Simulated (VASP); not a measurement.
# CsCl (Pm-3m) in VASP: a series of runs, part 2 of 2

VASP 6.6.1. Earlier steps stand in the parts before.

## Step 4: Vibrations by perturbation theory, LDA

This run uses another cell than the first one, of 31.27 Å³/atom.

Input file INCAR:

```
ALGO = Normal
EDIFF = 1E-8
ENCUT = 500
GGA_COMPAT = F
IBRION = 8
ISIF = 2
ISMEAR = 0
LASPH = T
LCHARG = T
LEPSILON = T
LREAL = F
LWAVE = F
NELM = 120
NSW = 1
PREC = Accurate
SIGMA = 0.01
```

Input file KPOINTS:

```
k-points
0
Gamma
  6 6 6
```

Input file POSCAR:

```
CsCl
1.0
    3.9692269567      0.0000000000      0.0000000000
    0.0000000000      3.9692269567      0.0000000000
    0.0000000000      0.0000000000      3.9692269567
Cs Cl
1 1
Direct
    0.0000000000      0.0000000000      0.0000000000
    0.5000000000      0.5000000000      0.5000000000
```

Potentials or basis: VASP PAW LDA potentials, release 64 (Cs_sv, Cl).

On the command line:

```
$ cat potpaw_LDA.64/Cs_sv/POTCAR potpaw_LDA.64/Cl/POTCAR > POTCAR
$ mpirun -np 1 vasp_std > vasp.out
```

OUTCAR:

```text
EDIFF = 1E-8
   ENCUT = 500
   IBRION = 8
   ISIF = 2
   ISMEAR = 0
   LASPH = T
   LEPSILON = T
   LREAL = F
   NELM = 120
   NSW = 1
   PREC = Accurate

 ion  position               nearest neighbor table
   1  0.000  0.000  0.000-
   2  0.500  0.500  0.500-

  LATTYP: Found a simple cubic cell.
 ALAT       =     3.9692269567

  Lattice vectors:

 A1 = (   3.9692269567,   0.0000000000,   0.0000000000)
[... 618 lines left out ...]
      1.984613  1.984613  1.984613    -0.889618    0.000000   -0.000000
[... 21 lines left out ...]
   6 f/i=    0.008357 THz     0.052510 2PiTHz    0.278768 cm-1     0.034563 meV
             X         Y         Z           dx          dy          dz
      0.000000  0.000000  0.000000    -0.435052    0.652799    0.419528
      1.984613  1.984613  1.984613    -0.223344    0.335129    0.215374

--------------------------------------------------------------------------------------------------------

 MACROSCOPIC STATIC DIELECTRIC TENSOR IONIC CONTRIBUTION
 ------------------------------------------------------
           4.009826    -0.000000    -0.000000
          -0.000000     4.009826    -0.000000
          -0.000000    -0.000000     4.009826
 ------------------------------------------------------

 ELASTIC MODULI CONTR FROM IONIC RELAXATION (kBar)
 Direction    XX          YY          ZZ          XY          YZ          ZX
 --------------------------------------------------------------------------------
 XX           0.0000      0.0000      0.0000      0.0000      0.0000      0.0000
 YY           0.0000      0.0000      0.0000      0.0000      0.0000      0.0000
 ZZ           0.0000      0.0000      0.0000      0.0000      0.0000      0.0000
 XY           0.0000      0.0000      0.0000      0.0000      0.0000      0.0000
 YZ           0.0000      0.0000      0.0000      0.0000      0.0000      0.0000
 ZX           0.0000      0.0000      0.0000      0.0000      0.0000      0.0000
 --------------------------------------------------------------------------------

 PIEZOELECTRIC TENSOR IONIC CONTR  for field in x, y, z        (C/m^2)
          XX          YY          ZZ          XY          YZ          ZX
  --------------------------------------------------------------------------------
  x     0.00000     0.00000     0.00000     0.00000     0.00000     0.00000
  y     0.00000     0.00000     0.00000     0.00000     0.00000     0.00000
  z     0.00000     0.00000     0.00000     0.00000     0.00000     0.00000
```

stdout:

```text
POSCAR found type information on POSCAR CsCl
 POSCAR found :  2 types and       2 ions
 scaLAPACK will be used
 LDA part: xc-table for (Slater(with rela. corr.)+CA(PZ))
 , standard interpolation
 POSCAR, INCAR and KPOINTS ok, starting setup
 FFT: planning ... GRIDC
 FFT: planning ... GRID_SOFT
 FFT: planning ... GRID
 WAVECAR not read
 entering main loop
[... 23 lines left out ...]
  Direction:   3
 dielectric tensor                  component  3 :     0.067     0.078     3.159
 Linear response DOF=           2
 Linear response progress:
 first order change of Fermi-energy   0.56172E-03
 force on displaced ion       1 direction 1 :  -1.303  -0.000   0.000
 Born effective charge ion    1 direction 1 :   1.348   0.000   0.000
 Linear response progress:
 first order change of Fermi-energy   0.12460E-04
 force on displaced ion       2 direction 1 :  -1.319  -0.000   0.000
 Born effective charge ion    2 direction 1 :  -1.348   0.000   0.000
 Born effective charges drift removed
 Linear response finished
```

Wall time 4.4 min (1 thread of Oxide Virtual Turin-like, shared host); peak memory 0.19 GiB.

What came out:

| Item | Value |
| --- | --- |
| Electronic dielectric tensor (diagonal) | 3.16 |
| Born charges (mean of the diagonal) | Cs +1.35; Cl -1.35 e |
| Highest phonon frequency at Γ, LO-TO splitting left out | 113 cm⁻¹ |

Phonon frequencies in cm⁻¹ (negative: imaginary):
| q point | frequencies |
| --- | --- |
| (0.000, 0.000, 0.000) | 0 0 0 113 113 113 |

Electronic dielectric tensor:
```
3.16 0.00 0.00
0.00 3.16 0.00
0.00 0.00 3.16
```

Born effective charge tensors (e):
atom 1, Cs
```
1.35 0.00 0.00
0.00 1.35 0.00
0.00 0.00 1.35
```
atom 2, Cl
```
-1.35  0.00  0.00
 0.00 -1.35  0.00
 0.00  0.00 -1.35
```

Caveat: spin-orbit coupling is left out, which moves the levels of the heavy elements.

## Step 5: Vibrations by perturbation theory, LDA

This run uses another cell than the first one, of 31.27 Å³/atom.

Input file INCAR:

```
  PREC = Accurate
  ENCUT = 500
  EDIFF = 1E-8
  ISMEAR = 0
  SIGMA = 0.01
  LREAL = False
  LASPH = True
  NELM = 120
  ALGO = Normal
  ISIF = 2
  LWAVE = False
  LCHARG = False
  GGA = CA
  IBRION = 8
  NSW = 1
  GGA_COMPAT = False
```

Input file KPOINTS:

```
regular mesh
0
Gamma
  6 6 6
```

POSCAR is that of step 4.

Potentials or basis: VASP PAW LDA potentials, release 64 (Cs_sv, Cl).

On the command line:

```
$ cat potpaw_LDA.64/Cs_sv/POTCAR potpaw_LDA.64/Cl/POTCAR > POTCAR
$ mpirun -np 1 vasp_std > vasp.out
```

OUTCAR:

```text
PREC = Accurate
   ENCUT = 500
   EDIFF = 1E-8
   ISMEAR = 0
   LREAL = False
   LASPH = True
   NELM = 120
   ISIF = 2
   GGA = CA
   IBRION = 8
   NSW = 1

 ion  position               nearest neighbor table
   1  0.000  0.000  0.000-
   2  0.500  0.500  0.500-

  LATTYP: Found a simple cubic cell.
 ALAT       =     3.9692269567

  Lattice vectors:

 A1 = (   3.9692269567,   0.0000000000,   0.0000000000)
 A2 = (   0.0000000000,   3.9692269567,   0.0000000000)
 A3 = (   0.0000000000,   0.0000000000,   3.9692269567)

Analysis of symmetry for initial positions (statically):
=====================================================================
 Subroutine PRICEL returns:
 Original cell was already a primitive cell.

 Routine SETGRP: Setting up the symmetry group for a
 simple cubic supercell.

 Subroutine GETGRP returns: Found 48 space group operations
 (whereof 48 operations were pure point group operations)
 out of a pool of 48 trial point group operations.

The static configuration has the point symmetry O_h .

Analysis of symmetry for dynamics (positions and initial velocities):
=====================================================================
 Subroutine PRICEL returns:
 Original cell was already a primitive cell.

 Routine SETGRP: Setting up the symmetry group for a
 simple cubic supercell.

 Subroutine GETGRP returns: Found 48 space group operations
 (whereof 48 operations were pure point group operations)
 out of a pool of 48 trial point group operations.

[... 476 lines left out ...]
 -----------------------------------------------------------------------------------
    total drift:                                0.000000      0.000000     -0.000000

  FREE ENERGIE OF THE ION-ELECTRON SYSTEM (eV)
  ---------------------------------------------------
  free  energy   TOTEN  =        -7.3092883520 eV

  energy  without entropy=       -7.3092883520  energy(sigma->0) =       -7.30928835

[... ionic steps 2 to 3 ...]

--------------------------------------- Ionic step        4  -------------------------------------------

------------------------ aborting loop because EDIFF is reached ----------------------------------------

[... ionic steps 5 to 6 ...]

--------------------------------------- Ionic step        7  -------------------------------------------

 Free energy of the ion-electron system (eV)
  ---------------------------------------------------
  ---------------------------------------------------
  free energy    TOTEN  =        -0.19426985 eV

  energy without entropy =       -0.19426985

------------------------ aborting loop because EDIFF is reached ----------------------------------------

 INTERNAL STRAIN TENSOR  FOR ION    2  DIRECTION 1   (eV/Angst):
 -----------------------------------------------------------------------------
     0.01683  0.00000  0.00000
     0.00000  0.00076  0.00000
    -0.00000  0.00000  0.00076

 INTERNAL STRAIN TENSOR FOR ION    2 for displacements in x,y,z  (eV/Angst):
          X           Y           Z          XY          YZ          ZX
  --------------------------------------------------------------------------------
  x     0.00000     0.00000     0.00000     0.00000     0.00000     0.00000
  y     0.00000     0.00000     0.00000     0.00000     0.00000     0.00000
  z     0.00000     0.00000     0.00000     0.00000     0.00000     0.00000

 SECOND DERIVATIVES (NOT SYMMETRIZED)
 ------------------------------------
               1X          1Y          1Z          2X          2Y          2Z
  1X    -1.302861    0.000000    0.000000    1.302861    0.000000   -0.000000
  1Y     0.000000   -1.302861    0.000000   -0.000000    1.302861    0.000000
  1Z     0.000000    0.000000   -1.302861   -0.000000   -0.000000    1.302861
  2X     1.318767   -0.000000    0.000000   -1.318767    0.000000   -0.000000
  2Y     0.000000    1.318767    0.000000   -0.000000   -1.318767   -0.000000
  2Z     0.000000    0.000000    1.318767    0.000000   -0.000000   -1.318767

 Eigenvectors and eigenvalues of the dynamical matrix
 ----------------------------------------------------

   1 f  =    3.389263 THz    21.295369 2PiTHz  113.053650 cm-1    14.016860 meV
             X         Y         Z           dx          dy          dz
      0.000000  0.000000  0.000000    -0.456706    0.000000    0.000000
      1.984613  1.984613  1.984613     0.889618   -0.000000    0.000000
[... 21 lines left out ...]
   6 f/i=    0.008355 THz     0.052494 2PiTHz    0.278682 cm-1     0.034552 meV
             X         Y         Z           dx          dy          dz
      0.000000  0.000000  0.000000    -0.889618    0.000000   -0.000000
      1.984613  1.984613  1.984613    -0.456706   -0.000000    0.000000

--------------------------------------------------------------------------------------------------------

 ELASTIC MODULI CONTR FROM IONIC RELAXATION (kBar)
 Direction    XX          YY          ZZ          XY          YZ          ZX
 --------------------------------------------------------------------------------
 XX           0.0000      0.0000      0.0000      0.0000      0.0000      0.0000
 YY           0.0000      0.0000      0.0000      0.0000      0.0000      0.0000
 ZZ           0.0000      0.0000      0.0000      0.0000      0.0000      0.0000
 XY           0.0000      0.0000      0.0000      0.0000      0.0000      0.0000
 YZ           0.0000      0.0000      0.0000      0.0000      0.0000      0.0000
 ZX           0.0000      0.0000      0.0000      0.0000      0.0000      0.0000
 --------------------------------------------------------------------------------
```

OSZICAR:

```text
N       E                     dE             d eps       ncg     rms          rms(c)
DAV:   1     0.915836392777E+02    0.91584E+02   -0.70155E+03   480   0.114E+03
DAV:   2    -0.166984859320E+01   -0.93253E+02   -0.86151E+02   724   0.189E+02
DAV:   3    -0.761210287284E+01   -0.59423E+01   -0.59156E+01   592   0.532E+01
DAV:   4    -0.767196944282E+01   -0.59867E-01   -0.59831E-01   576   0.652E+00
[... 40 lines left out ...]
RMM:   9    -0.194270322591E+00   -0.91739E-06    0.18862E-08  1675   0.144E-04    0.202E-05
RMM:  10    -0.194269911888E+00    0.41070E-06    0.15016E-07  1606   0.729E-05    0.557E-06
RMM:  11    -0.194269834130E+00    0.77758E-07   -0.12365E-07  1651   0.515E-05    0.179E-06
RMM:  12    -0.194269851079E+00   -0.16949E-07   -0.28356E-07  1343   0.425E-05    0.335E-07
RMM:  13    -0.194269851460E+00   -0.38092E-09   -0.93256E-09  1028   0.408E-05    0.149E-07
 Linear response finished
```

stdout:

```text
POSCAR found type information on POSCAR CsCl
 POSCAR found :  2 types and       2 ions
 scaLAPACK will be used
 LDA part: xc-table for (Slater(with rela. corr.)+CA(PZ))
 , standard interpolation
 POSCAR, INCAR and KPOINTS ok, starting setup
 FFT: planning ... GRIDC
 FFT: planning ... GRID_SOFT
 FFT: planning ... GRID
 WAVECAR not read
 entering main loop
 Linear response reoptimize wavefunctions to high precision
 Linear response DOF=           2
 Linear response progress:
 first order change of Fermi-energy   0.56172E-03
 force on displaced ion       1 direction 1 :  -1.303   0.000  -0.000
 Linear response progress:
 first order change of Fermi-energy   0.12459E-04
 force on displaced ion       2 direction 1 :  -1.319   0.000  -0.000
 Linear response finished
```

Wall time 1.8 min (1 thread of Oxide Virtual Turin-like, shared host); peak memory 0.18 GiB.

What came out:

| Quantity | Value |
| --- | --- |
| Highest phonon frequency at Γ, LO-TO splitting left out | 113 cm⁻¹ |

Phonon frequencies in cm⁻¹ (negative: imaginary):
```csv
q point,frequencies
"(0.000, 0.000, 0.000)",0 0 0 113 113 113
```

Caveat: spin-orbit coupling is left out, which moves the levels of the heavy elements.

## Step 6: Vibrations by perturbation theory, LDA (31.74 Å³/atom)

This run uses another cell than the first one, of 31.74 Å³/atom.

Edit INCAR of step 5 so:

```diff
@@ -13,2 +13,3 @@
   GGA = CA
+  NBANDS = 15
   IBRION = 8
```

Input file KPOINTS:

```
Automatic mesh
0
Gamma
  6 6 6
```

Input file POSCAR:

```
CsCl
1.0
    3.9889746795      0.0000000000      0.0000000000
    0.0000000000      3.9889746795      0.0000000000
    0.0000000000      0.0000000000      3.9889746795
Cs Cl
1 1
Direct
    0.0000000000      0.0000000000      0.0000000000
    0.5000000000      0.5000000000      0.5000000000
```

Potentials or basis: VASP PAW LDA potentials, release 64 (Cs_sv, Cl).

On the command line:

```
$ cat potpaw_LDA.64/Cs_sv/POTCAR potpaw_LDA.64/Cl/POTCAR > POTCAR
$ mpirun -np 1 vasp_std > vasp.out
```

OUTCAR:

```text
PREC = Accurate
   ENCUT = 500
   EDIFF = 1E-8
   ISMEAR = 0
   LREAL = False
   LASPH = True
   NELM = 120
   ISIF = 2
   GGA = CA
   IBRION = 8
   NSW = 1

 ion  position               nearest neighbor table
   1  0.000  0.000  0.000-
   2  0.500  0.500  0.500-

  LATTYP: Found a simple cubic cell.
 ALAT       =     3.9889746795

  Lattice vectors:

 A1 = (   3.9889746795,   0.0000000000,   0.0000000000)
 A2 = (   0.0000000000,   3.9889746795,   0.0000000000)
 A3 = (   0.0000000000,   0.0000000000,   3.9889746795)

Analysis of symmetry for initial positions (statically):
=====================================================================
 Subroutine PRICEL returns:
 Original cell was already a primitive cell.

 Routine SETGRP: Setting up the symmetry group for a
 simple cubic supercell.

 Subroutine GETGRP returns: Found 48 space group operations
 (whereof 48 operations were pure point group operations)
 out of a pool of 48 trial point group operations.

The static configuration has the point symmetry O_h .

Analysis of symmetry for dynamics (positions and initial velocities):
=====================================================================
 Subroutine PRICEL returns:
 Original cell was already a primitive cell.

 Routine SETGRP: Setting up the symmetry group for a
 simple cubic supercell.

 Subroutine GETGRP returns: Found 48 space group operations
 (whereof 48 operations were pure point group operations)
 out of a pool of 48 trial point group operations.

[... 536 lines left out ...]
 -----------------------------------------------------------------------------------
    total drift:                                0.000000      0.000000     -0.000000

  FREE ENERGIE OF THE ION-ELECTRON SYSTEM (eV)
  ---------------------------------------------------
  free  energy   TOTEN  =        -7.3091188318 eV

  energy  without entropy=       -7.3091188318  energy(sigma->0) =       -7.30911883

[... ionic steps 2 to 3 ...]

--------------------------------------- Ionic step        4  -------------------------------------------

------------------------ aborting loop because EDIFF is reached ----------------------------------------

[... ionic steps 5 to 6 ...]

--------------------------------------- Ionic step        7  -------------------------------------------

 Free energy of the ion-electron system (eV)
  ---------------------------------------------------
  ---------------------------------------------------
  free energy    TOTEN  =        -0.19435826 eV

  energy without entropy =       -0.19435826

------------------------ aborting loop because EDIFF is reached ----------------------------------------

 INTERNAL STRAIN TENSOR  FOR ION    2  DIRECTION 1   (eV/Angst):
 -----------------------------------------------------------------------------
     0.01648  0.00000 -0.00000
     0.00000  0.00080 -0.00000
     0.00000 -0.00000  0.00080

 INTERNAL STRAIN TENSOR FOR ION    2 for displacements in x,y,z  (eV/Angst):
          X           Y           Z          XY          YZ          ZX
  --------------------------------------------------------------------------------
  x     0.00000     0.00000     0.00000     0.00000     0.00000     0.00000
  y     0.00000     0.00000     0.00000     0.00000     0.00000     0.00000
  z     0.00000     0.00000     0.00000     0.00000     0.00000     0.00000

 SECOND DERIVATIVES (NOT SYMMETRIZED)
 ------------------------------------
               1X          1Y          1Z          2X          2Y          2Z
  1X    -1.206283   -0.000000    0.000000    1.206283    0.000000   -0.000000
  1Y    -0.000000   -1.206283    0.000000    0.000000    1.206283   -0.000000
  1Z     0.000000    0.000000   -1.206283   -0.000000   -0.000000    1.206283
  2X     1.218720    0.000000    0.000000   -1.218720   -0.000000   -0.000000
  2Y     0.000000    1.218720    0.000000   -0.000000   -1.218720   -0.000000
  2Z     0.000000    0.000000    1.218720   -0.000000   -0.000000   -1.218720

 Eigenvectors and eigenvalues of the dynamical matrix
 ----------------------------------------------------

   1 f  =    3.258802 THz    20.475655 2PiTHz  108.701927 cm-1    13.477315 meV
             X         Y         Z           dx          dy          dz
      0.000000  0.000000  0.000000    -0.457045   -0.000000    0.000000
      1.994487  1.994487  1.994487     0.889444    0.000000    0.000000
[... 21 lines left out ...]
   6 f/i=    0.006794 THz     0.042688 2PiTHz    0.226625 cm-1     0.028098 meV
             X         Y         Z           dx          dy          dz
      0.000000  0.000000  0.000000    -0.000000   -0.000000   -0.889444
      1.994487  1.994487  1.994487     0.000000    0.000000   -0.457045

--------------------------------------------------------------------------------------------------------

 ELASTIC MODULI CONTR FROM IONIC RELAXATION (kBar)
 Direction    XX          YY          ZZ          XY          YZ          ZX
 --------------------------------------------------------------------------------
 XX           0.0000      0.0000      0.0000      0.0000      0.0000      0.0000
 YY           0.0000      0.0000      0.0000      0.0000      0.0000      0.0000
 ZZ           0.0000      0.0000      0.0000      0.0000      0.0000      0.0000
 XY           0.0000      0.0000      0.0000      0.0000      0.0000      0.0000
 YZ           0.0000      0.0000      0.0000      0.0000      0.0000      0.0000
 ZX           0.0000      0.0000      0.0000      0.0000      0.0000      0.0000
 --------------------------------------------------------------------------------
```

It took 89 s on 1 thread of Oxide Virtual Turin-like, shared host; peak memory 0.18 GiB.

What came out:

* Highest phonon frequency at Γ, LO-TO splitting left out: 109 cm⁻¹

Phonon frequencies in cm⁻¹ (negative: imaginary):
```csv
q point,frequencies
"(0.000, 0.000, 0.000)",0 0 0 109 109 109
```

Caveat: spin-orbit coupling is left out, which moves the levels of the heavy elements.
